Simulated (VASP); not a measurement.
# CrRh3 (Pm-3m) in VASP: notebook

The runs below take CrRh3 through single point, with LDA.

Program: VASP 6.6.1. These are calculated values, not measurements. Logs are shortened: lines on timing, memory, paths and dates and some standing lists are left out, and cuts for length are marked.

**1. The cell of the first run**

Symmetry: Pm-3m, No. 221, cubic system. The conventional cell has a = 3.791 Å, b = 3.791 Å, c = 3.791 Å, α = 90.00°, β = 90.00°, γ = 90.00°. Cr (site symmetry m-3m) has 12 Rh at 2.68 Å within 3.5 Å. Rh (site symmetry 4/mmm) has 4 Cr at 2.68 Å and 8 Rh at 2.68 Å within 3.5 Å.

**2. Single point, LDA**

Input file INCAR:

```
SYSTEM = CrRh3
  PREC = Accurate
  ENCUT = 520
  EDIFF = 1E-6
  ISMEAR = -1
  SIGMA = 0.05
  LREAL = .FALSE.
  LASPH = .TRUE.
  NELM = 60
  ALGO = Normal
  ISIF = 2
  LWAVE = .FALSE.
  LCHARG = .FALSE.
  NBANDS = 36
```

Input file KPOINTS:

```
regular mesh
0
G
  8 8 8
  0 0 0
```

Input file POSCAR:

```
CrRh3
1.0
    3.7905530633      0.0000000000      0.0000000000
    0.0000000000      3.7905530633      0.0000000000
    0.0000000000      0.0000000000      3.7905530633
Cr Rh
1 3
Direct
    0.0000000000      0.0000000000      0.0000000000
    0.0000000000      0.5000000000      0.5000000000
    0.5000000000      0.5000000000      0.0000000000
    0.5000000000      0.0000000000      0.5000000000
```

Potentials or basis: VASP PAW LDA potentials, release 64 (Cr_pv, Rh_pv).

Started as:

```bash
cat potpaw_LDA.64/Cr_pv/POTCAR potpaw_LDA.64/Rh_pv/POTCAR > POTCAR
mpirun -np 1 vasp_std > vasp.out
```

OUTCAR:

```text
SYSTEM = CrRh3
   PREC = Accurate
   ENCUT = 520
   EDIFF = 1E-6
   ISMEAR = -1
   LREAL = .FALSE.
   LASPH = .TRUE.
   NELM = 60
   ISIF = 2

 ion  position               nearest neighbor table
   1  0.000  0.000  0.000-   2 2.68   3 2.68   4 2.68   2 2.68   4 2.68   2 2.68   3 2.68   2 2.68
                             3 2.68   4 2.68   4 2.68   3 2.68
   2  0.000  0.500  0.500-   1 2.68   3 2.68   4 2.68   1 2.68   3 2.68   1 2.68   4 2.68   1 2.68
                             3 2.68   4 2.68   3 2.68   4 2.68
   3  0.500  0.500  0.000-   1 2.68   2 2.68   4 2.68   2 2.68   4 2.68   1 2.68   4 2.68   4 2.68
                             1 2.68   2 2.68   2 2.68   1 2.68
   4  0.500  0.000  0.500-   1 2.68   2 2.68   3 2.68   1 2.68   3 2.68   2 2.68   3 2.68   3 2.68
                             1 2.68   2 2.68   1 2.68   2 2.68

  LATTYP: Found a simple cubic cell.
 ALAT       =     3.7905530633

  Lattice vectors:

 A1 = (   3.7905530633,   0.0000000000,   0.0000000000)
 A2 = (   0.0000000000,   3.7905530633,   0.0000000000)
 A3 = (   0.0000000000,   0.0000000000,   3.7905530633)

Analysis of symmetry for initial positions (statically):
=====================================================================
 Subroutine PRICEL returns:
 Original cell was already a primitive cell.

 Routine SETGRP: Setting up the symmetry group for a
 simple cubic supercell.

 Subroutine GETGRP returns: Found 48 space group operations
 (whereof 48 operations were pure point group operations)
 out of a pool of 48 trial point group operations.

The static configuration has the point symmetry O_h .

Analysis of symmetry for dynamics (positions and initial velocities):
=====================================================================
 Subroutine PRICEL returns:
 Original cell was already a primitive cell.

 Routine SETGRP: Setting up the symmetry group for a
 simple cubic supercell.

 Subroutine GETGRP returns: Found 48 space group operations
 (whereof 48 operations were pure point group operations)
 out of a pool of 48 trial point group operations.

The dynamic configuration has the point symmetry O_h .

 Subroutine INISYM returns: Found 48 space group operations
 (whereof 48 operations are pure point group operations),
 and found     1 'primitive' translations

----------------------------------------------------------------------------------------

                                     Primitive cell

  volume of cell :      54.4638

  direct lattice vectors                    reciprocal lattice vectors
     3.790553063  0.000000000  0.000000000     0.263813745  0.000000000  0.000000000
     0.000000000  3.790553063  0.000000000     0.000000000  0.263813745  0.000000000
     0.000000000  0.000000000  3.790553063     0.000000000  0.000000000  0.263813745

  length of vectors
     3.790553063  3.790553063  3.790553063     0.263813745  0.263813745  0.263813745

  position of ions in fractional coordinates (direct lattice)
     0.000000000  0.000000000  0.000000000
     0.000000000  0.500000000  0.500000000
     0.500000000  0.500000000  0.000000000
     0.500000000  0.000000000  0.500000000

  ion indices of the primitive-cell ions
   primitive index   ion index
                 1           1
                 2           2
                 3           3
                 4           4

----------------------------------------------------------------------------------------

 KPOINTS: regular mesh

Automatic generation of k-mesh.
 Grid dimensions read from file:
 generate k-points for:    8    8    8

 Generating k-lattice:

  Cartesian coordinates                     Fractional coordinates (reciprocal lattice)
     0.032976718  0.000000000  0.000000000     0.125000000  0.000000000  0.000000000
     0.000000000  0.032976718  0.000000000     0.000000000  0.125000000  0.000000000
     0.000000000  0.000000000  0.032976718     0.000000000  0.000000000  0.125000000

  Length of vectors
     0.032976718  0.032976718  0.032976718

  Shift w.r.t. Gamma in fractional coordinates (k-lattice)
     0.000000000  0.000000000  0.000000000

 Subroutine IBZKPT returns following result:
 ===========================================

 Found     35 irreducible k-points:

 Following reciprocal coordinates:
            Coordinates               Weight
  0.000000  0.000000  0.000000      1.000000
  0.125000  0.000000  0.000000      6.000000
  0.250000  0.000000  0.000000      6.000000
  0.375000  0.000000  0.000000      6.000000
  0.500000  0.000000  0.000000      3.000000
  0.125000  0.125000  0.000000     12.000000
[... 16 lines left out ...]
  0.375000  0.375000  0.125000     24.000000
  0.500000  0.375000  0.125000     24.000000
 [... further k-points ...]
   k-points           NKPTS =     35   k-points in BZ     NKDIM =     35   number of bands    NBANDS=     36
   number of dos      NEDOS =    301   number of ions     NIONS =      4
   total plane-waves  NPLWV =  21952
   dimension x,y,z NGX =    28 NGY =   28 NGZ =   28
   dimension x,y,z NGXF=    56 NGYF=   56 NGZF=   56
   ions per type =               1   3
   NGX,Y,Z   is equivalent  to a cutoff of  12.28, 12.28, 12.28 a.u.
   NGXF,Y,Z  is equivalent  to a cutoff of  24.56, 24.56, 24.56 a.u.
 SYSTEM =  CrRh3
   PREC   = accura    normal or accurate (medium, high low for compatibility)
   ISTART =      0    job   : 0-new  1-cont  2-samecut
   ICHARG =      2    charge: 1-file 2-atom 10-const
   ISPIN  =      1    spin polarized calculation?
   LNONCOLLINEAR =      F non collinear calculations
   LSORBIT =      F    spin-orbit coupling
   LASPH  =      T    aspherical Exc in radial PAW
   ENCUT  =  520.0 eV  38.22 Ry    6.18 a.u.   7.05  7.05  7.05*2*pi/ulx,y,z
   NELM   =     60;   NELMIN=  2; NELMDL= -5     # of ELM steps
   EDIFF  = 0.1E-05   stopping-criterion for ELM
   LREAL  =      F    real-space projection
   EDIFFG = 0.1E-04   stopping-criterion for IOM
   NSW    =      0    number of steps for IOM
   IBRION =     -1    ionic relax: 0-MD 1-quasi-New 2-CG
   NFREE  =      0    steps in history (QN), initial steepest desc. (CG)
   ISIF   =      2    stress and relaxation
   ISYM   =      2    0-nonsym 1-usesym 2-fastsym
   POTIM  = 0.5000    time-step for ionic-motion
   TEBEG  =    0.0;   TEEND  =   0.0 temperature during run
   PSTRESS=    0.0 pullay stress
   NELECT =      57.0000    total number of electrons
   NUPDOWN=      -1.0000    fix difference up-down
   EMIN   =  10.00;   EMAX   =-10.00  energy-range for DOS
   EFERMI =   0.00;   METHOD = LEGACY
   ISMEAR =    -1;   SIGMA  =   0.05  broadening in eV -4-tet -1-fermi 0-gaus
   EFERMI_NEDOS =   21; number of points for ismear=-14 and -15
   IALGO  =     38    algorithm
   IMIX   =      4    mixing-type and parameters
     AMIX     =   0.40;   BMIX     =  1.00
     AMIX_MAG =   1.60;   BMIX_MAG =  1.00
  volume/ion in A,a.u.               =      13.62        91.88
  Fermi-wavevector in a.u.,A,eV,Ry     =   1.662126  3.140962 37.588297  2.762662
  Thomas-Fermi vector in A             =   2.749070
   LORBIT       =      0    0 simple, 1 ext, 2 COOP (PROOUT), +10 PAW based schemes
   GGA     = CA    functional components
   LHFCALC =     F    Hartree Fock is set to
   AEXX    =    0.0000 exact exchange contribution
   IVDW    =     0    specifies the selected vdW correction
   LEPSILON=     F    determine dielectric tensor
   LRPA    =     F    only Hartree local field effects (RPA)
 non-spin polarized calculation
  energy-cutoff  :      520.00
  volume of cell :       54.46
 maximum number of plane-waves:      1492
   NGX = 15   NGY = 15   NGZ = 15

 number of electron      57.0000025 magnetization

 Free energy of the ion-electron system (eV)
  ---------------------------------------------------
  ext. energy  EPLUGINS =         0.00000000
  ---------------------------------------------------
  free energy    TOTEN  =       -36.78588440 eV

  energy without entropy =      -36.73500006  energy(sigma->0) =      -36.76044223

 E-fermi :  11.0841     XC(G=0): -14.0788

 val. band max:       11.0820521060   @ k =   0.3750   0.0000   0.0000
 cond. band min:      11.0941852700   @ k =   0.5000   0.1250   0.0000
 fundamental gap:      0.0121331640
 Fermi energy:        11.0840923516

 k-point     1 :       0.0000    0.0000    0.0000
  band No.  band energies     occupation
      1     -35.6525      2.00000
      2     -35.6525      2.00000
      3     -35.6525      2.00000
      4     -35.3340      2.00000
      5     -35.3340      2.00000
      6     -35.3340      2.00000
[... 28 lines left out ...]
     35      14.2052      0.00000
     36      14.2052      0.00000

 k-point     2 :       0.1250    0.0000    0.0000
  band No.  band energies     occupation
      1     -35.6408      2.00000
      2     -35.6408      2.00000
      3     -35.6338      2.00000
      4     -35.3375      2.00000
      5     -35.3375      2.00000
      6     -35.3352      2.00000
[... 28 lines left out ...]
     35      15.2250      0.00000
     36      15.2250      0.00000

 k-point     3 :       0.2500    0.0000    0.0000
  band No.  band energies     occupation
      1     -35.6091      2.00000
      2     -35.6091      2.00000
      3     -35.5801      2.00000
      4     -35.3494      2.00000
      5     -35.3494      2.00000
      6     -35.3380      2.00000
[... 28 lines left out ...]
     35      16.0484      0.00000
     36      16.8915      0.00000
[... 742 lines left out ...]
 k-point    23 :       0.3750    0.3750    0.1250
  band No.  band energies     occupation
      1     -35.6413      2.00000
      2     -35.5668      2.00000
      3     -35.4734      2.00000
      4     -35.4551      2.00000
      5     -35.3721      2.00000
      6     -35.3140      2.00000
[... 28 lines left out ...]
     35      14.2064      0.00000
     36      16.0474      0.00000

 k-point    24 :       0.5000    0.3750    0.1250
  band No.  band energies     occupation
      1     -35.6342      2.00000
      2     -35.5906      2.00000
      3     -35.4738      2.00000
      4     -35.4617      2.00000
      5     -35.3621      2.00000
      6     -35.2974      2.00000
[... 28 lines left out ...]
     35      15.2922      0.00000
     36      15.3180      0.00000

 [... further k-points ...]

------------------------ aborting loop because EDIFF is reached ----------------------------------------

  FORCE on cell =-STRESS in cart. coord.  units (eV):
  Direction    XX          YY          ZZ          XY          YZ          ZX
  --------------------------------------------------------------------------------------
  -------------------------------------------------------------------------------------
  Total       -6.1942152     -6.1942152     -6.1942152      0.0000000      0.0000000      0.0000000
  in kB     -182.2170992   -182.2170992   -182.2170992      0.0000000      0.0000000      0.0000000
  external PRESSURE =    -182.2170992 kB  Pullay stress =       0.0000000 kB

 VOLUME and BASIS-vectors are now :
 -----------------------------------------------------------------------------
  energy-cutoff  :      520.00
  volume of cell :       54.46
      direct lattice vectors                 reciprocal lattice vectors
     3.790553063  0.000000000  0.000000000     0.263813745  0.000000000  0.000000000
     0.000000000  3.790553063  0.000000000     0.000000000  0.263813745  0.000000000
     0.000000000  0.000000000  3.790553063     0.000000000  0.000000000  0.263813745

 POSITION                                       TOTAL-FORCE (eV/Angst)
 -----------------------------------------------------------------------------------
      0.00000      0.00000      0.00000         0.000000      0.000000      0.000000
      0.00000      1.89528      1.89528         0.000000      0.000000      0.000000
      1.89528      1.89528      0.00000         0.000000      0.000000      0.000000
      1.89528      0.00000      1.89528         0.000000      0.000000      0.000000
 -----------------------------------------------------------------------------------
    total drift:                                0.000000      0.000000      0.000000

  FREE ENERGIE OF THE ION-ELECTRON SYSTEM (eV)
  ---------------------------------------------------
  free  energy   TOTEN  =       -36.7858844048 eV

  energy  without entropy=      -36.7350000562  energy(sigma->0) =      -36.76044223
```

It took 54 s on 1 thread of Intel Xeon Platinum 8259CL at 2.50GHz (Skylake/Cascade Lake), shared host; peak memory 0.17 GiB.

What came out:

```
Free energy            : -36.7859 eV
Pressure               : -18.2 GPa
Band gap on the k mesh : zero (an odd number of electrons rules out a gap without spin polarisation)
```

Levels at points of the mesh, in eV from the Fermi level:
| k point | band 26 | band 27 | band 28 | band 29 | band 30 | band 31 |
| --- | --- | --- | --- | --- | --- | --- |
| (0.00, 0.00, 0.00) | 1.07 | 1.07 | 1.07 | 1.07 | 1.07 | 1.49 |
| (0.50, 0.00, 0.00) | -1.42 | -1.15 | -0.34 | -0.34 | -0.18 | -0.05 |
| (0.50, 0.50, 0.00) | -1.84 | -1.84 | -1.07 | -0.99 | -0.24 | -0.06 |
| (0.50, 0.50, 0.50) | 0.54 | 0.54 | 0.64 | 0.64 | 0.64 | 0.83 |

Caveat: the cell stands under tension; the run has no spin polarisation, though such a crystal can be magnetic. Spin polarisation is off, so any magnetic state and its effect on volume and gap are missing.

**3. Single point, LDA, collinear spin, ferromagnetic start**

Input file INCAR:

```
ALGO = Normal
EDIFF = 1E-7
ENCUT = 520
ISIF = 2
ISMEAR = -1
ISPIN = 2
LASPH = True
LCHARG = False
LMAXMIX = 4
LORBIT = 11
LREAL = False
LWAVE = False
MAGMOM = 3 1 1 1
NBANDS = 40
NELM = 150
PREC = Accurate
SIGMA = 0.05
```

Input file KPOINTS:

```
k-points
0
Gamma
  8 8 8
```

POSCAR is that of step 2.

Potentials or basis: VASP PAW LDA potentials, release 64 (Cr_pv, Rh_pv).

Started as:

```bash
cat potpaw_LDA.64/Cr_pv/POTCAR potpaw_LDA.64/Rh_pv/POTCAR > POTCAR
mpirun -np 1 vasp_std > vasp.out
```

Run time: 4.1 min. Hardware: 1 thread of Intel Xeon Platinum 8259CL at 2.50GHz (Skylake/Cascade Lake), shared host; peak memory 0.23 GiB.

It converged, with:

| Quantity | Value |
| --- | --- |
| Free energy | -36.7859 eV |
| Pressure | -18.2 GPa |
| Net moment | 0.00 μB per cell |
| Valence electrons inside the program's atomic spheres | Cr 10.71; Rh 13.82 |

Levels at points of the mesh, in eV from the Fermi level:
Spin up:
| k point | band 26 | band 27 | band 28 | band 29 | band 30 | band 31 |
| --- | --- | --- | --- | --- | --- | --- |
| (0.00, 0.00, 0.00) | 1.07 | 1.07 | 1.07 | 1.07 | 1.07 | 1.49 |
| (0.50, 0.00, 0.00) | -1.42 | -1.15 | -0.34 | -0.34 | -0.18 | -0.05 |
| (0.50, 0.50, 0.00) | -1.85 | -1.85 | -1.07 | -0.99 | -0.23 | -0.06 |
| (0.50, 0.50, 0.50) | 0.54 | 0.54 | 0.64 | 0.64 | 0.64 | 0.82 |
Spin down:
| k point | band 25 | band 26 | band 27 | band 28 | band 29 | band 30 | band 31 | band 32 |
| --- | --- | --- | --- | --- | --- | --- | --- | --- |
| (0.00, 0.00, 0.00) | 0.61 | 1.07 | 1.07 | 1.07 | 1.07 | 1.07 | 1.49 | 1.49 |
| (0.50, 0.00, 0.00) | -1.42 | -1.42 | -1.15 | -0.34 | -0.34 | -0.18 | -0.05 | 0.51 |
| (0.50, 0.50, 0.00) | -1.89 | -1.85 | -1.85 | -1.07 | -0.99 | -0.23 | -0.06 | -0.06 |
| (0.50, 0.50, 0.50) | 0.54 | 0.54 | 0.54 | 0.64 | 0.64 | 0.64 | 0.82 | 1.10 |

Caveat: the cell stands under tension; an empty level that is flat over the whole mesh can mark a ghost state of the potentials, or a narrow d or f band.

**4. Single point, LDA, collinear spin, antiferromagnetic start**

Input file INCAR:

```
SYSTEM = CrRh3
ALGO     = Normal         ! electronic algorithm
EDIFF    = 1E-6           ! SCF threshold, eV
ENCUT    = 520            ! plane-wave cutoff, eV
ISIF     = 2              ! what is computed and relaxed
ISMEAR   = -1             ! smearing method
ISPIN    = 2              ! spin polarisation
LASPH    = .True.         ! aspherical terms in the spheres
LCHARG   = .False.        ! write CHGCAR
LMAXMIX  = 4              ! l up to which the mixer works
LORBIT   = 11             ! projections on sites
LREAL    = .False.        ! projectors in reciprocal space
LWAVE    = .False.        ! write WAVECAR
MAGMOM   = 3 -1 -1 -1     ! initial moments
NBANDS   = 40             ! bands
NELM     = 150            ! most SCF steps
PREC     = Accurate       ! precision mode
SIGMA    = 0.05           ! smearing width, eV
```

Input file KPOINTS:

```
k-points
0
Gamma
  8 8 8
  0 0 0
```

POSCAR is that of step 3.

Started as:

```bash
cat potpaw_LDA.64/Cr_pv/POTCAR potpaw_LDA.64/Rh_pv/POTCAR > POTCAR
mpirun -np 1 vasp_std > vasp.out
```

Run time: 4.5 min. Hardware: 1 thread of Intel Xeon Platinum 8259CL at 2.50GHz (Skylake/Cascade Lake), shared host; peak memory 0.23 GiB.

The run converged. Its results:

| Quantity | Value |
| --- | --- |
| Free energy | -36.7859 eV |
| Pressure | -18.1 GPa |
| Net moment | 0.00 μB per cell |
| Valence electrons inside the program's atomic spheres | Cr 10.71; Rh 13.82 |

Levels at points of the mesh, in eV from the Fermi level:
Spin up:
```tsv
k point	band 25	band 26	band 27	band 28	band 29	band 30	band 31	band 32
(0.00, 0.00, 0.00)	0.61	1.07	1.07	1.07	1.07	1.07	1.49	1.49
(0.50, 0.00, 0.00)	-1.42	-1.42	-1.15	-0.34	-0.34	-0.18	-0.05	0.51
(0.50, 0.50, 0.00)	-1.89	-1.84	-1.84	-1.07	-0.99	-0.24	-0.06	-0.06
(0.50, 0.50, 0.50)	0.54	0.54	0.54	0.64	0.64	0.64	0.82	1.10
```
Spin down:
| k point | band 24 | band 25 | band 26 | band 27 | band 28 | band 29 | band 30 | band 31 | band 32 | band 33 |
| --- | --- | --- | --- | --- | --- | --- | --- | --- | --- | --- |
| (0.00, 0.00, 0.00) | -0.60 | 0.61 | 1.07 | 1.07 | 1.07 | 1.07 | 1.07 | 1.50 | 1.50 | 1.50 |
| (0.50, 0.00, 0.00) | -1.62 | -1.42 | -1.42 | -1.15 | -0.34 | -0.34 | -0.18 | -0.05 | 0.51 | 1.07 |
| (0.50, 0.50, 0.00) | -1.94 | -1.89 | -1.85 | -1.85 | -1.07 | -0.99 | -0.23 | -0.06 | -0.06 | 3.02 |
| (0.50, 0.50, 0.50) | -2.09 | 0.54 | 0.54 | 0.54 | 0.64 | 0.64 | 0.64 | 0.82 | 1.10 | 1.10 |

Caveat: the cell stands under tension; an empty level that is flat over the whole mesh can mark a ghost state of the potentials, or a narrow d or f band.
